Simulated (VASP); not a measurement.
Wanted: the native input for a VASP 6.6.1 run.

```
Task                   : single point
Functional             : r2SCAN
Potentials or basis    : VASP PAW PBE potentials, release 64 (Cd, S)
Cutoff                 : 520 eV
k mesh                 : 8 × 8 × 8
Occupations            : gaussian, width 0.05 eV
Spin                   : no spin polarisation
Dipole correction      : no
Further INCAR settings : ALGO = Normal; EDIFF = 1e-06; NBANDS = 16
```

CdS:

```
Cd S
1.0
     0.00000    2.79508    2.79508
     2.79508    0.00000    2.79508
     2.79508    2.79508    0.00000
Cd S
1 1
Direct
  0.99575 0.00425 0.00425
  0.51489 0.48511 0.48511
```

One way to write it, as run:

POSCAR

```
CdS
1.0
    0.0000000000      2.7950788809      2.7950788809
    2.7950788809      0.0000000000      2.7950788809
    2.7950788809      2.7950788809      0.0000000000
Cd S
1 1
Direct
   -0.0042461853      0.0042461853      0.0042461853
    0.5148886675      0.4851113325      0.4851113325
```

INCAR.step1

```
SYSTEM = CdS
PREC = Accurate
ENCUT = 520
ISMEAR = 0
SIGMA = 0.05
LREAL = .False.
LASPH = .True.
NELM = 100
NBANDS = 16
GGA = PE
ALGO = Normal
EDIFF = 1E-4
LWAVE = .True.
LCHARG = .False.
```

INCAR.step2

```
SYSTEM = CdS
PREC = Accurate
ENCUT = 520
EDIFF = 1E-6
ISMEAR = 0
SIGMA = 0.05
LREAL = .False.
LASPH = .True.
NELM = 100
ALGO = Normal
ISIF = 2
LWAVE = .False.
LCHARG = .False.
METAGGA = R2SCAN
LMIXTAU = .True.
NBANDS = 16
ISTART = 1
```

KPOINTS

```
regular mesh
0
Gamma
  8 8 8
  0 0 0
```

Potentials or basis: VASP PAW PBE potentials, release 64 (Cd, S).

The run is started by

```sh
$ cat potpaw_PBE.64/Cd/POTCAR potpaw_PBE.64/S/POTCAR > POTCAR
$ cp INCAR.step1 INCAR
$ mpirun -np 1 vasp_std > vasp.out
$ cp INCAR.step2 INCAR
$ mpirun -np 1 vasp_std > vasp.out
```

Results of the run:

| Property | Result |
| --- | --- |
| Pressure | -4.5 GPa |
| Largest force | 0.097 eV/Å |
| Band gap on the k mesh | 0.74 eV, indirect (least direct gap 1.84 eV) |

Caveat: the PAW data sets were made with another functional, which shifts forces and pressure a little.

Run time: 110 s on 1 thread of AMD EPYC 9R45 96-Core Processor (Zen 5), on a shared host, peak memory 0.16 GiB.
